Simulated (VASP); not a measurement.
A run of VASP 6.6.1 is set up as follows.

File POSCAR:

```
BN
1.0
    2.5439493169      0.0000000000      0.0000000000
   -1.2719746584      2.2031247344      0.0000000000
    0.0000000000      0.0000000000      4.2078167860
B N
2 2
Direct
    0.6666666667      0.3333333333      0.0002035744
    0.3333333333      0.6666666667      0.5002035744
    0.6666666667      0.3333333333      0.3747964256
    0.3333333333      0.6666666667      0.8747964256
```

File INCAR.step1:

```
  ALGO = Normal
  EDIFF = 1E-4
  ENCUT = 520
  GGA = PE
  ISMEAR = 0
  LASPH = True
  LCHARG = False
  LREAL = False
  LWAVE = True
  NBANDS = 16
  NELM = 80
  PREC = Accurate
  SIGMA = 0.01
```

File INCAR.step2:

```
  ALGO = Normal
  EDIFF = 1E-6
  ENCUT = 520
  ISIF = 2
  ISMEAR = 0
  ISTART = 1
  LASPH = True
  LCHARG = False
  LMIXTAU = True
  LREAL = False
  LWAVE = False
  METAGGA = R2SCAN
  NBANDS = 16
  NELM = 80
  PREC = Accurate
  SIGMA = 0.01
```

The input KPOINTS:

```
k-points
0
Gamma
  6 6 4
```

Potentials or basis: VASP PAW PBE potentials, release 64 (B, N).

Command:

```sh
$ cat potpaw_PBE.64/B/POTCAR potpaw_PBE.64/N/POTCAR > POTCAR
$ cp INCAR.step1 INCAR
$ mpirun -np 1 vasp_std > vasp.out
$ cp INCAR.step2 INCAR
$ mpirun -np 1 vasp_std > vasp.out
```

(1) What does it give for the pressure?

(2) Predict the band gap on the k mesh.

## Answers

(1) 1.1 GPa.

(2) 5.72 eV, indirect (least direct gap 8.99 eV).

Caveat: the k points lie up to 0.48 Å⁻¹ apart; the PAW data sets were made with another functional, which shifts forces and pressure a little.
